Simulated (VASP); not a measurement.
Input of a VASP 6.6.1 run:

Contents of INCAR:

```
  PREC = Accurate
  ENCUT = 520
  EDIFF = 1E-6
  ISMEAR = -1
  SIGMA = 0.1
  LREAL = F
  LASPH = T
  NELM = 60
  ALGO = Normal
  ISIF = 2
  LWAVE = F
  LCHARG = F
  GGA = RP
  NBANDS = 13
```

File KPOINTS:

```
regular mesh
0
Gamma
  15 15 15
```

The input POSCAR:

```
Ge
1.0
   -1.7709090748      1.7709090748      1.7709090748
    1.7709090748     -1.7709090748      1.7709090748
    1.7709090748      1.7709090748     -1.7709090748
Ge
1
Direct
    0.0000000000      0.0000000000      0.0000000000
```

Potentials or basis: VASP PAW PBE potentials, release 64 (Ge_d).

The run is started by

```sh
$ cat potpaw_PBE.64/Ge_d/POTCAR > POTCAR
$ mpirun -np 1 vasp_std > vasp.out
```

Estimate the pressure.

-5.4 GPa.

What does it give for the band gap on the k mesh?

Zero (bands 7 and 8 overlap by 10.08 eV).

Caveat: the cell stands under tension; the PAW data sets were made with another functional, which shifts forces and pressure a little.
